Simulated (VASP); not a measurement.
Crystal: BeTe.

```
Be Te
1.0
     0.00000    2.68323    2.68323
     2.68323    0.00000    2.68323
     2.68323    2.68323    0.00000
Be Te
1 1
Direct
  0.00000 0.00000 0.00000
  0.50000 0.50000 0.50000
```

Base run:

- Program: VASP 6.6.1
- Functional: r2SCAN
- Dispersion: rVV10
- Potentials or basis: VASP PAW PBE potentials, release 64 (Be, Te)
- Cutoff: 520 eV
- k mesh: 6 × 6 × 6
- Occupations: fermi-dirac, width 0.02 eV
- Spin: no spin polarisation

Its results: band gap on the k mesh zero (band 4 reaches 7.39 eV, above the bottom of band 5 at 6.25 eV); pressure -0.4 GPa.

**Question.** The run is repeated on the same cell with these changes: dispersion from rVV10 to none; occupations from fermi-dirac, width 0.02 eV to methfessel-paxton, width 0.5 eV. What comes out?

**Answer.** Band gap on the k mesh zero (band 4 reaches 7.39 eV, above the bottom of band 5 at 6.26 eV); pressure 0.1 GPa.

Caveats: the PAW data sets were made with another functional, which shifts forces and pressure a little; spin-orbit coupling is left out, which moves the levels of the heavy elements.
